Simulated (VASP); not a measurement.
# GaSb (F-43m) in VASP: settings compared

Aim: see how the results for GaSb move with the level of theory and the settings. Levels: PBE0+D4, PBE0, PBE-based screened hybrid with 25 % exact exchange, HF. Tasks: single point.

Program: VASP 6.6.1. These are calculated values, not measurements. Logs are shortened: lines on timing, memory, paths and dates and some standing lists are left out, and cuts for length are marked.

### Step 1. The cell of the first run

Symmetry: F-43m, No. 216, cubic system. Conventional cell: a = 6.118 Å, b = 6.118 Å, c = 6.118 Å, α = 90.00°, β = 90.00°, γ = 90.00°. Within 3.5 Å of Sb (site symmetry -43m) lie 4 Ga at 2.65 Å. Within 3.5 Å of Ga (site symmetry -43m) lie 4 Sb at 2.65 Å.

### Step 2. Single point, PBE0+D4

The input, POSCAR:

```
GaSb
1.0
    0.0000000000      3.0590000000      3.0590000000
    3.0590000000      0.0000000000      3.0590000000
    3.0590000000      3.0590000000      0.0000000000
Sb Ga
1 1
Direct
    0.2500000000      0.2500000000      0.2500000000
    0.0000000000      0.0000000000      0.0000000000
```

The input, INCAR.step1:

```
SYSTEM = GaSb
PREC = Accurate
ENCUT = 400
EDIFF = 1E-5
ISMEAR = 0
SIGMA = 0.02
LREAL = .FALSE.
LASPH = .TRUE.
NELM = 120
ALGO = Normal
ISIF = 2
LWAVE = .TRUE.
NBANDS = 21
GGA = PE
GGA_COMPAT = .FALSE.
```

The input, INCAR.step2:

```
SYSTEM = GaSb
PREC = Accurate
ENCUT = 400
EDIFF = 1E-6
ISMEAR = 0
SIGMA = 0.02
LREAL = .FALSE.
LASPH = .TRUE.
NELM = 120
ALGO = Normal
ISIF = 2
LWAVE = .FALSE.
LCHARG = .TRUE.
GGA = PE
LHFCALC = .TRUE.
AEXX = 0.25
PRECFOCK = Normal
IVDW = 13
LELF = .TRUE.
LVHAR = .TRUE.
NBANDS = 21
ISTART = 1
GGA_COMPAT = .FALSE.
```

The input, KPOINTS:

```
regular mesh
0
G
  4 4 4
  0 0 0
```

Potentials or basis: VASP PAW PBE potentials, release 64 (Sb_d_GW, Ga_d).

Started as:

```bash
cat potpaw_PBE.64/Sb_d_GW/POTCAR potpaw_PBE.64/Ga_d/POTCAR > POTCAR
cp INCAR.step1 INCAR
mpirun -np 1 vasp_std > vasp.out
cp INCAR.step2 INCAR
mpirun -np 1 vasp_std > vasp.out
```

OUTCAR:

```text
SYSTEM = GaSb
   PREC = Accurate
   ENCUT = 400
   EDIFF = 1E-6
   ISMEAR = 0
   LREAL = .FALSE.
   LASPH = .TRUE.
   NELM = 120
   ISIF = 2
   GGA = PE
   LHFCALC = .TRUE.
   AEXX = 0.25
   PRECFOCK = Normal
   IVDW = 13
   ISTART = 1

 ion  position               nearest neighbor table
   1  0.250  0.250  0.250-   2 2.65   2 2.65   2 2.65   2 2.65
   2  0.000  0.000  0.000-   1 2.65   1 2.65   1 2.65   1 2.65

  LATTYP: Found a face centered cubic cell.
 ALAT       =     6.1180000000

  Lattice vectors:

 A1 = (   0.0000000000,   3.0590000000,   3.0590000000)
 A2 = (   3.0590000000,   0.0000000000,   3.0590000000)
 A3 = (   3.0590000000,   3.0590000000,   0.0000000000)

Analysis of symmetry for initial positions (statically):
=====================================================================
 Subroutine PRICEL returns:
 Original cell was already a primitive cell.

 Routine SETGRP: Setting up the symmetry group for a
 face centered cubic supercell.

 Subroutine GETGRP returns: Found 24 space group operations
 (whereof 24 operations were pure point group operations)
 out of a pool of 48 trial point group operations.

The static configuration has the point symmetry T_d .

Analysis of symmetry for dynamics (positions and initial velocities):
=====================================================================
 Subroutine PRICEL returns:
 Original cell was already a primitive cell.

 Routine SETGRP: Setting up the symmetry group for a
 face centered cubic supercell.

 Subroutine GETGRP returns: Found 24 space group operations
 (whereof 24 operations were pure point group operations)
 out of a pool of 48 trial point group operations.

The dynamic configuration has the point symmetry T_d .

 Subroutine INISYM returns: Found 24 space group operations
 (whereof 24 operations are pure point group operations),
 and found     1 'primitive' translations

----------------------------------------------------------------------------------------

                                     Primitive cell

  volume of cell :      57.2491

  direct lattice vectors                    reciprocal lattice vectors
     0.000000000  3.059000000  3.059000000    -0.163452109  0.163452109  0.163452109
     3.059000000  0.000000000  3.059000000     0.163452109 -0.163452109  0.163452109
     3.059000000  3.059000000  0.000000000     0.163452109  0.163452109 -0.163452109

  length of vectors
     4.326079287  4.326079287  4.326079287     0.283107357  0.283107357  0.283107357

  position of ions in fractional coordinates (direct lattice)
     0.250000000  0.250000000  0.250000000
     0.000000000  0.000000000  0.000000000

  ion indices of the primitive-cell ions
   primitive index   ion index
                 1           1
                 2           2

----------------------------------------------------------------------------------------

 KPOINTS: regular mesh

Automatic generation of k-mesh.
 Grid dimensions read from file:
 generate k-points for:    4    4    4

 Generating k-lattice:

  Cartesian coordinates                     Fractional coordinates (reciprocal lattice)
    -0.040863027  0.040863027  0.040863027     0.250000000  0.000000000  0.000000000
     0.040863027 -0.040863027  0.040863027     0.000000000  0.250000000  0.000000000
     0.040863027  0.040863027 -0.040863027     0.000000000  0.000000000  0.250000000

  Length of vectors
     0.070776839  0.070776839  0.070776839

  Shift w.r.t. Gamma in fractional coordinates (k-lattice)
     0.000000000  0.000000000  0.000000000

 Subroutine IBZKPT returns following result:
 ===========================================

 Found      8 irreducible k-points:

 Following reciprocal coordinates:
            Coordinates               Weight
  0.000000  0.000000  0.000000      1.000000
  0.250000  0.000000  0.000000      8.000000
  0.500000  0.000000  0.000000      4.000000
  0.250000  0.250000  0.000000      6.000000
  0.500000  0.250000  0.000000     24.000000
 -0.250000  0.250000  0.000000     12.000000
  0.500000  0.500000  0.000000      3.000000
 -0.250000  0.500000  0.250000      6.000000
   k-points           NKPTS =      8   k-points in BZ     NKDIM =     64   number of bands    NBANDS=     21
   number of dos      NEDOS =    301   number of ions     NIONS =      2
   total plane-waves  NPLWV =  21952
   dimension x,y,z NGX =    28 NGY =   28 NGZ =   28
   dimension x,y,z NGXF=    56 NGYF=   56 NGZF=   56
   ions per type =               1   1
   NGX,Y,Z   is equivalent  to a cutoff of  10.76, 10.76, 10.76 a.u.
   NGXF,Y,Z  is equivalent  to a cutoff of  21.52, 21.52, 21.52 a.u.
 SYSTEM =  GaSb
   PREC   = accura    normal or accurate (medium, high low for compatibility)
   ISTART =      1    job   : 0-new  1-cont  2-samecut
   ICHARG =      0    charge: 1-file 2-atom 10-const
   ISPIN  =      1    spin polarized calculation?
   LNONCOLLINEAR =      F non collinear calculations
   LSORBIT =      F    spin-orbit coupling
   LASPH  =      T    aspherical Exc in radial PAW
   ENCUT  =  400.0 eV  29.40 Ry    5.42 a.u.   7.05  7.05  7.05*2*pi/ulx,y,z
   NELM   =    120;   NELMIN=  2; NELMDL=  0     # of ELM steps
   EDIFF  = 0.1E-05   stopping-criterion for ELM
   LREAL  =      F    real-space projection
   EDIFFG = 0.1E-04   stopping-criterion for IOM
   NSW    =      0    number of steps for IOM
   IBRION =     -1    ionic relax: 0-MD 1-quasi-New 2-CG
   NFREE  =      0    steps in history (QN), initial steepest desc. (CG)
   ISIF   =      2    stress and relaxation
   ISYM   =      3    0-nonsym 1-usesym 2-fastsym
   POTIM  = 0.5000    time-step for ionic-motion
   TEBEG  =    0.0;   TEEND  =   0.0 temperature during run
   PSTRESS=    0.0 pullay stress
   NELECT =      28.0000    total number of electrons
   NUPDOWN=      -1.0000    fix difference up-down
   EMIN   =  10.00;   EMAX   =-10.00  energy-range for DOS
   EFERMI =   0.00;   METHOD = LEGACY
   ISMEAR =     0;   SIGMA  =   0.02  broadening in eV -4-tet -1-fermi 0-gaus
   EFERMI_NEDOS =   21; number of points for ismear=-14 and -15
   IALGO  =     38    algorithm
   IMIX   =      1    mixing-type and parameters
     AMIX     =   0.40;   BMIX     =  1.00
     AMIX_MAG =   1.60;   BMIX_MAG =  1.00
  volume/ion in A,a.u.               =      28.62       193.17
  Fermi-wavevector in a.u.,A,eV,Ry     =   1.289847  2.437456 22.636067  1.663704
  Thomas-Fermi vector in A             =   2.421714
   LORBIT       =      0    0 simple, 1 ext, 2 COOP (PROOUT), +10 PAW based schemes
   GGA     = PE    functional components
   LHFCALC =     T    Hartree Fock is set to
   PRECFOCK=normal    Normal, Fast or Accurate (Low or Medium for compatibility)
   ENCUT4O =  -1.0   cutoff for four orbital integrals eV
   NKREDX  =     1    reduce k-point grid by
   NKREDY  =     1    reduce k-point grid by
   NKREDZ  =     1    reduce k-point grid by
   AEXX    =    0.2500 exact exchange contribution
   HFSCREEN=    0.0000 screening length (either q_TF or 0.3 A-1)
   HFSCREENC=   0.0000 screening length for correlation (either q_TF or 0.3 A-1)
   ENCUTFOCK=  -1.0 apply spherical cutoff to Coloumb kernel
   IVDW    =    13    specifies the selected vdW correction
   LEPSILON=     F    determine dielectric tensor
   LRPA    =     F    only Hartree local field effects (RPA)
 non-spin polarized calculation
 Gauss-broadening in eV      SIGMA  =   0.02
  energy-cutoff  :      400.00
  volume of cell :       57.25
 maximum number of plane-waves:      1056
  NGX = 24; NGY = 24; NGZ = 24

 number of electron      28.0000026 magnetization

 Free energy of the ion-electron system (eV)
  ---------------------------------------------------
  ext. energy  EPLUGINS =         0.00000000
  ---------------------------------------------------
  free energy    TOTEN  =        -9.48616249 eV

  energy without entropy =       -9.48616249  energy(sigma->0) =       -9.48616249

 E-fermi :   3.2933     XC(G=0):  -7.3314

 val. band max:        3.1652026262   @ k =   0.0000   0.0000   0.0000
 cond. band min:       4.7300488309   @ k =   0.0000   0.0000   0.0000
 fundamental gap:      1.5648462047
 Fermi energy:         3.2932684376

 k-point     1 :       0.0000    0.0000    0.0000
  band No.  band energies     occupation
      1     -27.8175      2.00000
      2     -27.8175      2.00000
      3     -27.8175      2.00000
      4     -27.7937      2.00000
      5     -27.7937      2.00000
      6     -14.5787      2.00000
[... 13 lines left out ...]
     20      13.5229      0.00000
     21      13.5229      0.00000

 k-point     2 :       0.2500    0.0000    0.0000
  band No.  band energies     occupation
      1     -27.8170      2.00000
      2     -27.8159      2.00000
      3     -27.8159      2.00000
      4     -27.7933      2.00000
      5     -27.7933      2.00000
      6     -14.5881      2.00000
[... 13 lines left out ...]
     20      12.3600      0.00000
     21      12.3600      0.00000

 k-point     3 :       0.5000    0.0000    0.0000
  band No.  band energies     occupation
      1     -27.8166      2.00000
      2     -27.8146      2.00000
      3     -27.8146      2.00000
      4     -27.7929      2.00000
      5     -27.7929      2.00000
      6     -14.5977      2.00000
[... 13 lines left out ...]
     20      14.8918      0.00000
     21      14.8919      0.00000

 k-point     4 :       0.2500    0.2500    0.0000
  band No.  band energies     occupation
      1     -27.8187      2.00000
      2     -27.8143      2.00000
      3     -27.8143      2.00000
      4     -27.7944      2.00000
      5     -27.7921      2.00000
      6     -14.5966      2.00000
[... 13 lines left out ...]
     20      13.9447      0.00000
     21      14.4110      0.00000

 k-point     5 :       0.5000    0.2500    0.0000
  band No.  band energies     occupation
      1     -27.8179      2.00000
      2     -27.8133      2.00000
      3     -27.8129      2.00000
      4     -27.7941      2.00000
      5     -27.7917      2.00000
      6     -14.6047      2.00000
[... 13 lines left out ...]
     20      15.1077      0.00000
     21      15.3729      0.00000

 k-point     6 :      -0.2500    0.2500    0.0000
  band No.  band energies     occupation
      1     -27.8164      2.00000
      2     -27.8147      2.00000
      3     -27.8144      2.00000
      4     -27.7932      2.00000
      5     -27.7929      2.00000
      6     -14.5989      2.00000
[... 13 lines left out ...]
     20      13.5164      0.00000
     21      15.5911      0.00000

 k-point     7 :       0.5000    0.5000    0.0000
  band No.  band energies     occupation
      1     -27.8203      2.00000
      2     -27.8111      2.00000
      3     -27.8111      2.00000
      4     -27.7951      2.00000
      5     -27.7906      2.00000
      6     -14.6131      2.00000
[... 13 lines left out ...]
     20      15.9079      0.00000
     21      16.4642      0.00000

 k-point     8 :      -0.2500    0.5000    0.2500
  band No.  band energies     occupation
      1     -27.8169      2.00000
      2     -27.8147      2.00000
      3     -27.8112      2.00000
      4     -27.7940      2.00000
      5     -27.7917      2.00000
      6     -14.6078      2.00000
[... 13 lines left out ...]
     20      15.2778      0.00000
     21      16.3813      0.00000

------------------------ aborting loop because EDIFF is reached ----------------------------------------

  DFT-D4 for vdW energy calculation

  Edisp (eV):   -0.81738

  FORCE on cell =-STRESS in cart. coord.  units (eV):
  Direction    XX          YY          ZZ          XY          YZ          ZX
  --------------------------------------------------------------------------------------
  -------------------------------------------------------------------------------------
  Total      -0.75287    -0.75287    -0.75287    -0.00000     0.00000    -0.00000
  in kB     -21.06996   -21.06996   -21.06996    -0.00000     0.00000    -0.00000
  external pressure =      -21.07 kB  Pullay stress =        0.00 kB

 VOLUME and BASIS-vectors are now :
 -----------------------------------------------------------------------------
  energy-cutoff  :      400.00
  volume of cell :       57.25
      direct lattice vectors                 reciprocal lattice vectors
     0.000000000  3.059000000  3.059000000    -0.163452109  0.163452109  0.163452109
     3.059000000  0.000000000  3.059000000     0.163452109 -0.163452109  0.163452109
     3.059000000  3.059000000  0.000000000     0.163452109  0.163452109 -0.163452109

 POSITION                                       TOTAL-FORCE (eV/Angst)
 -----------------------------------------------------------------------------------
      1.52950      1.52950      1.52950         0.000000      0.000000      0.000000
      0.00000      0.00000      0.00000        -0.000000     -0.000000     -0.000000
 -----------------------------------------------------------------------------------
    total drift:                               -0.000062      0.000005     -0.000029

  FREE ENERGIE OF THE ION-ELECTRON SYSTEM (eV)
  ---------------------------------------------------
  free  energy   TOTEN  =       -10.3035431562 eV

  energy  without entropy=      -10.3035431562  energy(sigma->0) =      -10.30354316
```

Run time: 9.2 min. Hardware: 1 thread of AMD EPYC 9R45 (Zen 5), shared host; peak memory 0.16 GiB.

What came out:

| Quantity | Value |
| --- | --- |
| Free energy | -10.3035 eV |
| Pressure | -2.1 GPa |
| Band gap on the k mesh | 1.56 eV |
| Dispersion energy per atom | -0.409 eV |

Caveat: the k points lie up to 0.44 Å⁻¹ apart; the PAW data sets were made with another functional, which shifts forces and pressure a little; spin-orbit coupling is left out, which moves the levels of the heavy elements. A k mesh can miss the band edges.

### Step 3. Single point, PBE0

POSCAR: that of step 2 with these lines changed.

```diff
@@ -8,3 +8,3 @@
 Direct
-    0.2500000000      0.2500000000      0.2500000000
+    0.7500000000      0.7500000000      0.7500000000
     0.0000000000      0.0000000000      0.0000000000
```

The input, INCAR.step1:

```
PREC     = Accurate       # precision mode
ENCUT    = 400            # plane-wave cutoff, eV
EDIFF    = 1E-5           # SCF threshold, eV
ISMEAR   = -1             # smearing method
SIGMA    = 0.05           # smearing width, eV
LREAL    = F              # projectors in reciprocal space
LASPH    = T              # aspherical terms in the spheres
NELM     = 120            # most SCF steps
ALGO     = Normal         # electronic algorithm
ISIF     = 2              # what is computed and relaxed
LWAVE    = T              # write WAVECAR
LCHARG   = F              # write CHGCAR
NBANDS   = 21             # bands
GGA      = PE             # functional
GGA_COMPAT= F
```

The input, INCAR.step2:

```
PREC     = Accurate       # precision mode
ENCUT    = 400            # plane-wave cutoff, eV
EDIFF    = 1E-6           # SCF threshold, eV
ISMEAR   = -1             # smearing method
SIGMA    = 0.05           # smearing width, eV
LREAL    = F              # projectors in reciprocal space
LASPH    = T              # aspherical terms in the spheres
NELM     = 120            # most SCF steps
ALGO     = Normal         # electronic algorithm
ISIF     = 2              # what is computed and relaxed
LWAVE    = F              # write WAVECAR
LCHARG   = F              # write CHGCAR
GGA      = PE             # functional
LHFCALC  = T              # exact exchange
AEXX     = 0.25           # exact-exchange fraction
PRECFOCK = Normal       
NBANDS   = 21             # bands
ISTART   = 1            
GGA_COMPAT= F
```

The input, KPOINTS:

```
Automatic mesh
0
Gamma
  4 4 4
```

Potentials or basis: VASP PAW PBE potentials, release 64 (Sb_d_GW, Ga_d).

Started as:

```bash
cat potpaw_PBE.64/Sb_d_GW/POTCAR potpaw_PBE.64/Ga_d/POTCAR > POTCAR
cp INCAR.step1 INCAR
mpirun -np 1 vasp_std > vasp.out
cp INCAR.step2 INCAR
mpirun -np 1 vasp_std > vasp.out
```

Run time: 12 min. Hardware: 1 thread of Intel Xeon Platinum 8488C (Sapphire Rapids), shared host; peak memory 0.18 GiB.

Results (log left out):

| Item | Value |
| --- | --- |
| Free energy | -9.4862 eV |
| Pressure | 0.2 GPa |
| Band gap on the k mesh | 1.56 eV |

Levels at points of the mesh, in eV from the valence-band top:
```tsv
k point	band 10	band 11	band 12	band 13	band 14	band 15	band 16	band 17	band 18	band 19
(0.00, 0.00, 0.00)	-17.69	-12.66	0.00	0.00	0.00	1.56	4.17	4.17	4.17	7.31
(0.50, 0.00, 0.00)	-17.69	-10.84	-6.99	-1.26	-1.26	1.75	5.18	5.18	7.96	11.11
(0.50, 0.50, 0.00)	-17.69	-9.90	-7.46	-2.83	-2.83	2.17	2.48	10.66	10.66	11.96
```

Caveat: the k points lie up to 0.44 Å⁻¹ apart; the PAW data sets were made with another functional, which shifts forces and pressure a little; spin-orbit coupling is left out, which moves the levels of the heavy elements.

(Part 1 of 2 ends here.)
